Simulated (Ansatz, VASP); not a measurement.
BN in VASP and in Ansatz

```
B N
1.0
     2.51219    0.00000    0.00000
    -1.25610    2.17562    0.00000
     0.00000    0.00000    8.33406
B N
2 2
Direct
  0.66667 0.33333 0.25000
  0.33333 0.66667 0.75000
  0.33333 0.66667 0.25000
  0.66667 0.33333 0.75000
```

Alike in both runs: functional PBE; k mesh 12 × 12 × 4; occupations gaussian, width 0.02 eV; no spin polarisation.

Ansatz relaxed the structure, and its values are those at the end. VASP's run is a single point on that final structure, the one shown.

|  | VASP | Ansatz |
| --- | --- | --- |
| version | VASP 6.6.1 | Ansatz 0.2.0 |
| potentials or method | VASP PAW PBE potentials, release 64 (B, N), cutoff 520 eV | scalar-relativistic, plane waves, PAW |
| valence electrons in the cell | 16 | 16 |

|  | VASP | Ansatz | Ansatz less VASP |
| --- | --- | --- | --- |
| gap on the k mesh at the Fermi level (eV) | 4.40 | 4.40 | +0.002 |
| least direct gap on the mesh (eV) | 4.66 | 4.66 | +0.003 |
| pressure (GPa) | 0.1 | 0.0 | -0.05 |

The functional is the same, so the differences come from potentials, cutoffs and numerics.
